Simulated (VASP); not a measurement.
**KSiSe3: single point with PBE**

The system is KSiSe3.

```
CELL_PARAMETERS angstrom
-3.40404 3.40404 4.81404
3.40404 -3.40404 4.81404
3.40404 3.40404 -4.81404
ATOMIC_POSITIONS crystal
K 0.75000 0.25000 0.50000
K 0.25000 0.75000 0.50000
Si 0.50000 0.50000 0.00000
Si 0.00000 0.00000 0.00000
Se 0.26801 0.76801 0.03603
Se 0.76801 0.73199 0.50000
Se 0.75000 0.75000 0.00000
Se 0.73199 0.23199 0.96397
Se 0.23199 0.26801 0.50000
Se 0.25000 0.25000 0.00000
```

* Program: VASP 6.6.1
* Task: single point
* Functional: PBE
* Potentials or basis: VASP PAW PBE potentials, release 64 (K_sv, Si, Se)
* Cutoff: 520 eV
* k mesh: 4 × 4 × 4
* Occupations: gaussian, width 0.1 eV
* Spin: no spin polarisation
* Dipole correction: no
* Further INCAR settings: ALGO = Normal; EDIFF = 1e-06; NBANDS = 42

- Pressure: 6.8 GPa
- Largest force: 0.121 eV/Å
- Band gap on the k mesh: zero (bands 31 and 32 overlap by 0.97 eV)

Forces on the atoms (eV/Å):
```
K    0.000  0.000  0.000
K    0.000  0.000  0.000
Si   0.000  0.000  0.000
Si   0.000  0.000  0.000
Se   0.086  0.086  0.000
Se  -0.086  0.086  0.000
Se   0.000  0.000  0.000
Se  -0.086 -0.086  0.000
Se   0.086 -0.086  0.000
Se   0.000  0.000  0.000
```

Stress tensor (GPa, compression positive):
```
6.36 0.00 0.00
0.00 6.36 0.00
0.00 0.00 7.62
```

Levels at points of the mesh, in eV from the Fermi level:
```
           k point  band 27  band 28  band 29  band 30  band 31  band 32  band 33  band 34  band 35  band 36
(0.00, 0.00, 0.00)    -0.78    -0.31    -0.28    -0.28     0.85     0.95     0.95     2.07     2.09     2.09
(0.50, 0.00, 0.00)    -0.56    -0.56    -0.03    -0.03    -0.01    -0.01     0.13     0.13     5.35     5.35
(0.50, 0.50, 0.00)    -1.76    -1.44    -1.32    -0.63    -0.59     0.89     1.28     2.58     2.61     2.74
(0.50, 0.50, 0.50)    -1.75    -1.50    -1.37    -0.61    -0.61     0.66     1.52     2.62     2.62     2.70
```

It took 6.2 min on 1 thread of Intel Xeon 8259CL (shared host), peak memory 0.44 GiB.

Caveat: the cell stands under pressure.
